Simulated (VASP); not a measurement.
Wanted: the native input for a VASP 6.6.1 run.

```
Task                   : single point
Functional             : PBE
Potentials or basis    : VASP PAW PBE potentials, release 64 (Si, Cl)
Cutoff                 : 500 eV
k mesh                 : 6 × 6 × 4
Occupations            : gaussian, width 0.1 eV
Spin                   : no spin polarisation
Dipole correction      : no
Further INCAR settings : ALGO = Normal; EDIFF = 1e-06; NBANDS = 14
```

The structure of Si2Cl lies in POSCAR:

```
Si2Cl
1.0
    3.4735527094      0.0000000000      0.0000000000
   -1.7367763547      3.0081848877      0.0000000000
    0.0000000000      0.0000000000      7.3479088484
Si Cl
2 1
Direct
    0.3333333333      0.6666666667     -0.0734782585
    0.6666666667      0.3333333333      0.7416505074
    0.3333333333      0.6666666667      0.2068277511
```

These files were run (other wordings do the same):

INCAR

```
ALGO = Normal ; EDIFF = 1E-6
ENCUT = 500 ; GGA = PE
GGA_COMPAT = False ; ISIF = 2
ISMEAR = 0 ; LASPH = True
LCHARG = False ; LREAL = False
LWAVE = False ; NBANDS = 14
NELM = 120 ; PREC = Accurate
SIGMA = 0.1
```

KPOINTS

```
k-points
0
Gamma
  6 6 4
```

Potentials or basis: VASP PAW PBE potentials, release 64 (Si, Cl).

Run with:

```bash
$ cat potpaw_PBE.64/Si/POTCAR potpaw_PBE.64/Cl/POTCAR > POTCAR
$ mpirun -np 1 vasp_std > vasp.out
```

Results of the run:

The pressure is -0.1 GPa and the largest force is 0.040 eV/Å.

Caveat: an odd number of electrons without spin polarisation forces a metal; a magnetic or distorted state may lie lower.

It took 13 s on 1 thread of Intel(R) Xeon(R) 6975P-C (Granite Rapids) (shared host), peak memory 0.19 GiB.
